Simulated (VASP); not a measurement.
# Ga3N4 in VASP: a series of runs

The runs below take Ga3N4 through single point, with PBE.

Program: VASP 6.6.1. These are calculated values, not measurements. Logs are shortened: lines on timing, memory, paths and dates and some standing lists are left out, and cuts for length are marked.

**1. The cell of the first run**

The cell holds a slab with vacuum, 7 atoms: a = 3.217 Å, b = 3.217 Å, c = 21.220 Å, α = 90.00°, β = 90.00°, γ = 90.00°.

**2. Single point, PBE, collinear spin**

File INCAR:

```
  ALGO = Normal
  DIPOL = 0.5 0.5 0.353
  EDIFF = 1E-6
  ENCUT = 520
  GGA = PE
  IDIPOL = 3
  ISIF = 2
  ISMEAR = 0
  ISPIN = 2
  LASPH = True
  LCHARG = False
  LDIPOL = True
  LORBIT = 11
  LREAL = False
  LWAVE = False
  MAGMOM = 0 0 0 3 0 0 0
  NBANDS = 42
  NELM = 150
  PREC = Accurate
  SIGMA = 0.05
```

File KPOINTS:

```
k-points
0
Gamma
  8 8 1
```

File POSCAR:

```
Ga3N4
1.0
    3.2165072845      0.0000000000      0.0000000000
    0.0000000000      3.2165072845      0.0000000000
    0.0000000000      0.0000000000     21.2198072894
N Ga
4 3
Direct
    0.0000000000      0.5000000000      0.1885031257
    0.5000000000      0.0000000000      0.2956866680
    0.0000000000      0.5000000000      0.4029970640
    0.7500000000      0.5000000000      0.5368875217
    0.5000000000      0.5000000000      0.2420948968
    0.0000000000      0.0000000000      0.3470972838
    0.5000000000      0.5000000000      0.4580535137
```

Potentials or basis: VASP PAW PBE potentials, release 64 (N, Ga_d).

The run is started by

```sh
> cat potpaw_PBE.64/N/POTCAR potpaw_PBE.64/Ga_d/POTCAR > POTCAR
> mpirun -np 1 vasp_std > vasp.out
```

OUTCAR:

```text
EDIFF = 1E-6
   ENCUT = 520
   GGA = PE
   ISIF = 2
   ISMEAR = 0
   ISPIN = 2
   LASPH = True
   LORBIT = 11
   LREAL = False
   NELM = 150
   PREC = Accurate

 ion  position               nearest neighbor table
   1  0.000  0.500  0.189-   5 1.97   5 1.97
   2  0.500  0.000  0.296-   6 1.94   6 1.94   5 1.97   5 1.97
   3  0.000  0.500  0.403-   7 1.99   7 1.99   6 2.00   6 2.00
   4  0.750  0.500  0.537-   7 1.86
   5  0.500  0.500  0.242-   1 1.97   1 1.97   2 1.97   2 1.97
   6  0.000  0.000  0.347-   2 1.94   2 1.94   3 2.00   3 2.00
   7  0.500  0.500  0.458-   4 1.86   3 1.99   3 1.99

  LATTYP: Found a simple tetragonal cell.
 ALAT       =     3.2165072845
 C/A-ratio  =     6.5971581633

  Lattice vectors:

 A1 = (   3.2165072845,   0.0000000000,   0.0000000000)
 A2 = (   0.0000000000,   3.2165072845,   0.0000000000)
 A3 = (   0.0000000000,   0.0000000000,  21.2198072894)

Analysis of symmetry for initial positions (statically):
=====================================================================
 Subroutine PRICEL returns:
 Original cell was already a primitive cell.

 Routine SETGRP: Setting up the symmetry group for a
 simple tetragonal supercell.

 Subroutine GETGRP returns: Found  2 space group operations
 (whereof  2 operations were pure point group operations)
 out of a pool of 16 trial point group operations.

The static configuration has the point symmetry C_1h.

Analysis of symmetry for dynamics (positions and initial velocities):
=====================================================================
 Subroutine PRICEL returns:
 Original cell was already a primitive cell.

 Routine SETGRP: Setting up the symmetry group for a
 simple tetragonal supercell.

 Subroutine GETGRP returns: Found  2 space group operations
 (whereof  2 operations were pure point group operations)
 out of a pool of 16 trial point group operations.

The dynamic configuration has the point symmetry C_1h.

Analysis of structural, dynamic, and magnetic symmetry:
=====================================================================
 Subroutine PRICEL returns:
 Original cell was already a primitive cell.

 Routine SETGRP: Setting up the symmetry group for a
 simple tetragonal supercell.

 Subroutine GETGRP returns: Found  2 space group operations
 (whereof  2 operations were pure point group operations)
 out of a pool of 16 trial point group operations.

The overall configuration has the point symmetry C_1h.

 Subroutine INISYM returns: Found  2 space group operations
 (whereof  2 operations are pure point group operations),
 and found     1 'primitive' translations

----------------------------------------------------------------------------------------

                                     Primitive cell

  volume of cell :     219.5384

  direct lattice vectors                    reciprocal lattice vectors
     3.216507285  0.000000000  0.000000000     0.310896234  0.000000000  0.000000000
     0.000000000  3.216507285  0.000000000     0.000000000  0.310896234  0.000000000
     0.000000000  0.000000000 21.219807289     0.000000000  0.000000000  0.047125781

  length of vectors
     3.216507285  3.216507285 21.219807289     0.310896234  0.310896234  0.047125781

  position of ions in fractional coordinates (direct lattice)
     0.000000000  0.500000000  0.188503126
     0.500000000  0.000000000  0.295686668
     0.000000000  0.500000000  0.402997064
     0.750000000  0.500000000  0.536887522
     0.500000000  0.500000000  0.242094897
     0.000000000  0.000000000  0.347097284
     0.500000000  0.500000000  0.458053514

  ion indices of the primitive-cell ions
   primitive index   ion index
                 1           1
[... 58 lines left out ...]
 -0.375000  0.500000  0.000000      2.000000
   k-points           NKPTS =     25   k-points in BZ     NKDIM =     25   number of bands    NBANDS=     42
   number of dos      NEDOS =    301   number of ions     NIONS =      7
   total plane-waves  NPLWV =  92160
   dimension x,y,z NGX =    24 NGY =   24 NGZ =  160
   dimension x,y,z NGXF=    48 NGYF=   48 NGZF=  320
   ions per type =               4   3
   NGX,Y,Z   is equivalent  to a cutoff of  12.40, 12.40, 12.54 a.u.
   NGXF,Y,Z  is equivalent  to a cutoff of  24.81, 24.81, 25.07 a.u.
 SYSTEM =  unknown system
   PREC   = accura    normal or accurate (medium, high low for compatibility)
   ISTART =      0    job   : 0-new  1-cont  2-samecut
   ICHARG =      2    charge: 1-file 2-atom 10-const
   ISPIN  =      2    spin polarized calculation?
   LNONCOLLINEAR =      F non collinear calculations
   LSORBIT =      F    spin-orbit coupling
   LASPH  =      T    aspherical Exc in radial PAW
   ENCUT  =  520.0 eV  38.22 Ry    6.18 a.u.   5.98  5.98 39.45*2*pi/ulx,y,z
   NELM   =    150;   NELMIN=  2; NELMDL= -5     # of ELM steps
   EDIFF  = 0.1E-05   stopping-criterion for ELM
   LREAL  =      F    real-space projection
   EDIFFG = 0.1E-04   stopping-criterion for IOM
   NSW    =      0    number of steps for IOM
   IBRION =     -1    ionic relax: 0-MD 1-quasi-New 2-CG
   NFREE  =      0    steps in history (QN), initial steepest desc. (CG)
   ISIF   =      2    stress and relaxation
   ISYM   =      2    0-nonsym 1-usesym 2-fastsym
   POTIM  = 0.5000    time-step for ionic-motion
   TEBEG  =    0.0;   TEEND  =   0.0 temperature during run
   PSTRESS=    0.0 pullay stress
   NELECT =      59.0000    total number of electrons
   NUPDOWN=      -1.0000    fix difference up-down
   EMIN   =  10.00;   EMAX   =-10.00  energy-range for DOS
   EFERMI =   0.00;   METHOD = LEGACY
   ISMEAR =     0;   SIGMA  =   0.05  broadening in eV -4-tet -1-fermi 0-gaus
   EFERMI_NEDOS =   21; number of points for ismear=-14 and -15
   IALGO  =     38    algorithm
   IMIX   =      4    mixing-type and parameters
     AMIX     =   0.40;   BMIX     =  1.00
     AMIX_MAG =   1.60;   BMIX_MAG =  1.00
  volume/ion in A,a.u.               =      31.36       211.65
  Fermi-wavevector in a.u.,A,eV,Ry     =   1.056466  1.996430 15.185726  1.116119
  Thomas-Fermi vector in A             =   2.191702
   LORBIT       =     11    0 simple, 1 ext, 2 COOP (PROOUT), +10 PAW based schemes
   GGA     = PE    functional components
   LHFCALC =     F    Hartree Fock is set to
   AEXX    =    0.0000 exact exchange contribution
   IVDW    =     0    specifies the selected vdW correction
   LEPSILON=     F    determine dielectric tensor
   LRPA    =     F    only Hartree local field effects (RPA)
 spin polarized calculation
 Gauss-broadening in eV      SIGMA  =   0.05
  energy-cutoff  :      520.00
  volume of cell :      219.54
 maximum number of plane-waves:      5966
   NGX = 11   NGY = 11   NGZ = 79

 dipolmoment           0.000000      0.000000      0.006993 electrons x Angstroem

 number of electron      59.0000025 magnetization       1.8618186

 dipolmoment           0.000000      0.000000     -0.024244 electrons x Angstroem

 Free energy of the ion-electron system (eV)
  ---------------------------------------------------
  ext. energy  EPLUGINS =         0.00000000
  ---------------------------------------------------
  free energy    TOTEN  =       -36.38192407 eV

  energy without entropy =      -36.37636534  energy(sigma->0) =      -36.37914471

 E-fermi :  -3.0324     XC(G=0):  -5.0375

 val. band max:       -3.0381847124   @ k =  -0.2500   0.3750   0.0000
 cond. band min:      -3.0256205331   @ k =   0.5000   0.2500   0.0000
 fundamental gap:      0.0125641793
 Fermi energy:        -3.0324421976

 spin component 1

 k-point     1 :       0.0000    0.0000    0.0000
  band No.  band energies     occupation
      1     -19.3003      1.00000
      2     -18.7786      1.00000
      3     -18.1240      1.00000
      4     -17.4505      1.00000
      5     -17.4026      1.00000
      6     -17.3646      1.00000
[... 1045 lines left out ...]
     40       6.2777      0.00000
     41       7.4911      0.00000

 [... further k-points ...]

 spin component 2

 k-point     1 :       0.0000    0.0000    0.0000
  band No.  band energies     occupation
      1     -19.2163      1.00000
      2     -18.7002      1.00000
      3     -17.7128      1.00000
      4     -17.4601      1.00000
      5     -17.4075      1.00000
      6     -17.3622      1.00000
[... 1045 lines left out ...]
     40       6.5688      0.00000
     41       7.6710      0.00000

 [... further k-points ...]

 [bands above 41 left out]

------------------------ aborting loop because EDIFF is reached ----------------------------------------

 vacuum level on the upper side and lower side of the slab       (xc-potential included)        -0.210         0.203

  FORCE on cell =-STRESS in cart. coord.  units (eV):
  Direction    XX          YY          ZZ          XY          YZ          ZX
  --------------------------------------------------------------------------------------
  -------------------------------------------------------------------------------------
  Total       -0.6817066     -0.8366659     -1.2694842      0.0000000      0.0000000     -0.7469819
  in kB       -4.9750514     -6.1059348     -9.2646146      0.0000000      0.0000000     -5.4514264
  external PRESSURE =      -6.7818669 kB  Pullay stress =       0.0000000 kB

 VOLUME and BASIS-vectors are now :
 -----------------------------------------------------------------------------
  energy-cutoff  :      520.00
  volume of cell :      219.54
      direct lattice vectors                 reciprocal lattice vectors
     3.216507285  0.000000000  0.000000000     0.310896234  0.000000000  0.000000000
     0.000000000  3.216507285  0.000000000     0.000000000  0.310896234  0.000000000
     0.000000000  0.000000000 21.219807289     0.000000000  0.000000000  0.047125781

 POSITION                                       TOTAL-FORCE (eV/Angst)
 -----------------------------------------------------------------------------------
      0.00000      1.60825      4.00000         0.005556      0.000000      1.600209
      1.60825      0.00000      6.27441         0.044065      0.000000      0.595478
      0.00000      1.60825      8.55152         0.439380      0.000000      0.174480
      2.41238      1.60825     11.39265         0.029855      0.000000      0.034183
      1.60825      1.60825      5.13721        -0.007187      0.000000     -2.272084
      0.00000      0.00000      7.36534         0.056480      0.000000      0.115316
      1.60825      1.60825      9.71981        -0.568149      0.000000     -0.247583
 -----------------------------------------------------------------------------------
    total drift:                                0.000021     -0.000000     -0.000086

  FREE ENERGIE OF THE ION-ELECTRON SYSTEM (eV)
  ---------------------------------------------------
  free  energy   TOTEN  =       -36.3819240679 eV

  energy  without entropy=      -36.3763653425  energy(sigma->0) =      -36.37914471

 vacuum level on the upper side and lower side of the slab         4.579         5.002

 total charge

# of ion       s       p       d       tot
------------------------------------------
    1        1.312   2.153   0.000   3.465
    2        1.237   2.485   0.000   3.723
    3        1.240   2.447   0.000   3.687
    4        1.347   2.058   0.000   3.404
    5        0.793   0.865  10.143  11.801
    6        0.791   0.855  10.159  11.805
    7        0.874   0.790  10.083  11.746
--------------------------------------------------
tot          7.593  11.653  30.384  49.631

 magnetization (x)

# of ion       s       p       d       tot
------------------------------------------
    1        0.008   0.112   0.000   0.120
    2        0.001   0.046   0.000   0.048
    3        0.002   0.030   0.000   0.031
    4        0.028   1.090   0.000   1.118
    5        0.001   0.005   0.013   0.019
    6       -0.003   0.004   0.002   0.003
    7       -0.025  -0.036   0.030  -0.030
--------------------------------------------------
tot          0.012   1.251   0.046   1.310
```

Wall time 36 min (1 thread of AMD EPYC 7R13, shared host); peak memory 0.54 GiB.

Results:

```
Free energy                                           : -36.3819 eV
Largest force                                         : 2.272 eV/Å
Net moment                                            : 1.86 μB per cell
Site moments                                          : N +0.12, +0.05, +0.03, +1.12; Ga +0.02, +0.00, -0.03 μB
Valence electrons inside the program's atomic spheres : N 3.46, 3.72, 3.69, 3.40; Ga 11.80, 11.75 (each value once)
```

Forces in eV/Å, atoms in the order of the input:
```
N    0.006  0.000  1.600
N    0.044  0.000  0.595
N    0.439  0.000  0.174
N    0.030  0.000  0.034
Ga  -0.007  0.000 -2.272
Ga   0.056  0.000  0.115
Ga  -0.568  0.000 -0.248
```

**3. Single point, PBE, collinear spin**

INCAR, as its differences from that of step 2:

```diff
@@ -1,3 +1,3 @@
   ALGO = Normal
-  DIPOL = 0.5 0.5 0.353
+  DIPOL = 0.5 0.5 0.347
   EDIFF = 1E-6
```

KPOINTS is that of step 2.

POSCAR, as its differences from that of step 2:

```diff
@@ -11,3 +11,3 @@
     0.0000000000      0.5000000000      0.4029970640
-    0.7500000000      0.5000000000      0.5368875217
+    0.7500000000      1.0000000000      0.4972516548
     0.5000000000      0.5000000000      0.2420948968
```

Potentials or basis: VASP PAW PBE potentials, release 64 (N, Ga_d).

The run is started by

```sh
> cat potpaw_PBE.64/N/POTCAR potpaw_PBE.64/Ga_d/POTCAR > POTCAR
> mpirun -np 1 vasp_std > vasp.out
```

Wall time 10 min (1 thread of Intel Xeon Platinum 8488C (Sapphire Rapids), shared host); peak memory 0.57 GiB.

Results (log left out):

```
Free energy                                           : -37.4797 eV
Largest force                                         : 2.044 eV/Å
Net moment                                            : 1.83 μB per cell
Site moments                                          : N +0.17, +0.08, +0.14, +0.89; Ga +0.02, +0.00 (each value once) μB
Valence electrons inside the program's atomic spheres : N 3.46, 3.72, 3.69, 3.49; Ga 11.80, 11.81, 11.73
```

Forces in eV/Å, atoms in the order of the input:
```
N   -0.001  0.000  1.563
N    0.044  0.000  0.089
N    0.717  0.000 -0.997
N   -1.118  0.000  0.075
Ga   0.003  0.000 -2.044
Ga   0.069  0.000  0.775
Ga   0.286  0.000  0.540
```

Levels at points of the mesh, in eV from the Fermi level:
Spin up:
| k point | band 28 | band 29 | band 30 | band 31 | band 32 | band 33 |
| --- | --- | --- | --- | --- | --- | --- |
| (0.00, 0.00, 0.00) | -0.48 | -0.40 | -0.17 | 0.77 | 2.30 | 3.62 |
| (0.50, 0.00, 0.00) | -1.09 | -0.81 | -0.63 | 1.01 | 4.84 | 5.39 |
| (0.00, 0.50, 0.00) | -0.65 | -0.52 | -0.47 | -0.33 | 5.04 | 5.13 |
| (0.50, 0.50, 0.00) | -2.06 | -1.30 | -1.24 | -0.57 | 3.71 | 4.57 |
Spin down:
```tsv
k point	band 24	band 25	band 26	band 27	band 28	band 29	band 30	band 31	band 32	band 33
(0.00, 0.00, 0.00)	-1.47	-1.25	-0.62	-0.07	0.17	0.41	0.65	1.43	2.72	3.82
(0.50, 0.00, 0.00)	-1.89	-1.34	-1.07	-1.04	-0.19	0.04	0.82	1.39	5.10	5.60
(0.00, 0.50, 0.00)	-1.63	-1.50	-0.83	-0.83	-0.20	0.25	0.25	1.89	5.26	5.27
(0.50, 0.50, 0.00)	-3.46	-3.32	-2.59	-1.61	-1.50	-0.76	-0.44	1.31	3.81	4.83
```
